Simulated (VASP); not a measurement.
A run of VASP 6.6.1:

Contents of INCAR:

```
SYSTEM = LiVP2HO8
PREC = Accurate ; ENCUT = 1000
EDIFF = 1E-6 ; ISMEAR = -1
SIGMA = 0.05 ; LREAL = Auto
LASPH = .True. ; NELM = 200
ALGO = Normal ; ISIF = 2
LWAVE = .False. ; LCHARG = .False.
ISPIN = 2 ; MAGMOM = 0 0 1.5 1.5 0 0 0 0 0 0 0 0 0 0 0 0 0 0 0 0 0 0 0 0 0 0
LORBIT = 11 ; LMAXMIX = 4
GGA = PS ; NBANDS = 98
GGA_COMPAT = .False.
```

Contents of KPOINTS:

```
regular mesh
0
Gamma
  2 1 1
  0 0 0
```

The input POSCAR:

```
LiVP2HO8
1.0
    4.8243280000      0.0000000000      0.0000000000
    0.0000000000      7.9294580000      0.0000000000
   -1.9212180000      0.0000000000      7.1499370000
Li V H P O
2 2 2 4 16
Direct
    0.8537918929      0.3724088078      0.3884369890
    0.1058209875      0.8438281658      0.5547601329
    0.2680997570      0.4965030397      0.7729998180
    0.7458059030      1.0043561615      0.2429252174
    0.2805512909      0.5177529158      0.2588834000
    0.7511968021     -0.0061668780      0.7486499531
    0.8780797241      0.3476404062      0.0126714403
    0.1152604854      0.8509408840      0.9825820843
    0.3747502708      0.1451297176      0.5110394679
    0.6265381788      0.6538025676      0.4978225682
    0.8874910710      0.5546659053      0.6032360845
    0.7833975763      0.1772882838      0.0782664239
    0.9137164994      0.8412933141      0.1126723214
    0.0144022775      0.4470545149      0.1867988487
    0.1145134515      0.0408098511      0.3993042176
    0.2629938116      0.3106265271      0.5753477268
    0.9981644868      0.9574298773      0.8040070843
    0.0491585114      0.3403006864      0.8665111315
    0.3972735582      0.6798573118      0.6034598627
    0.5159940348      0.0349456419      0.6789570314
    0.2248735301      0.6777260186      0.9351690791
    0.3916358662      0.9486146468      0.1034134986
    0.5008165680      0.5439211608      0.3178209822
    0.6030185755      0.1593677651      0.3948845983
    0.7160525849      0.8227548465      0.4291925929
    0.6145162321      0.4535114506      0.8956442553
```

Potentials or basis: VASP PAW PBE potentials, release 64 (Li_sv, V_sv, H_h, P, O_h).

The run is started by

```bash
$ cat potpaw_PBE.64/Li_sv/POTCAR potpaw_PBE.64/V_sv/POTCAR potpaw_PBE.64/H_h/POTCAR potpaw_PBE.64/P/POTCAR potpaw_PBE.64/O_h/POTCAR > POTCAR
$ mpirun -np 1 vasp_std > vasp.out
```

Hardware: 1 thread of Intel(R) Xeon(R) Platinum 8375C CPU @ 2.90GHz (Ice Lake), with other jobs on the host.

Question: How long does it take, and how much memory?

Answer: It took 23 min on 1 thread of Intel(R) Xeon(R) Platinum 8375C CPU @ 2.90GHz (Ice Lake), on a shared host, peak memory 1.1 GiB. Counts: scf iterations 55, k points 2.
